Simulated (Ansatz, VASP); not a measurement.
**TaC2: VASP beside Ansatz**

```
Ta C
1.0
     0.00000    3.09764    3.09764
     3.09764    0.00000    3.09764
     3.09764    3.09764    0.00000
Ta C
2 4
Direct
  0.50000 0.50000 0.50000
  0.75000 0.75000 0.75000
  0.12500 0.12500 0.12500
  0.62500 0.12500 0.12500
  0.12500 0.12500 0.62500
  0.12500 0.62500 0.12500
```

Change from the starting cell: species swapped into the TiCo2 type (Fd-3m, No. 227).

Alike in both runs: task relaxation of cell and atoms; functional PBE; k mesh 10 × 10 × 10; occupations gaussian, width 0.1 eV; no spin polarisation.

|  | VASP | Ansatz |
| --- | --- | --- |
| version | VASP 6.6.1 | Ansatz 0.2.0 |
| potentials or method | VASP PAW PBE potentials, release 64 (Ta_pv, C), cutoff 600 eV | scalar-relativistic, plane waves, PAW |
| valence electrons in the cell | 38 | 42 |

```csv
,VASP,Ansatz,Ansatz less VASP
"gap on the k mesh at the Fermi level, each at its own relaxed structure (eV)",none,none,-
relaxed volume (Å³/atom),9.97,9.95,-0.021
relaxed cell length with the largest relative difference (Å),4.390,4.387,-0.0031
```

A gap of «none» marks a metal or a gap that the smearing closes. VASP's potentials hold 38 valence electrons a cell and Ansatz's 42, so a difference there can come from the potentials and not from the codes.

Neither program's run includes spin-orbit coupling.
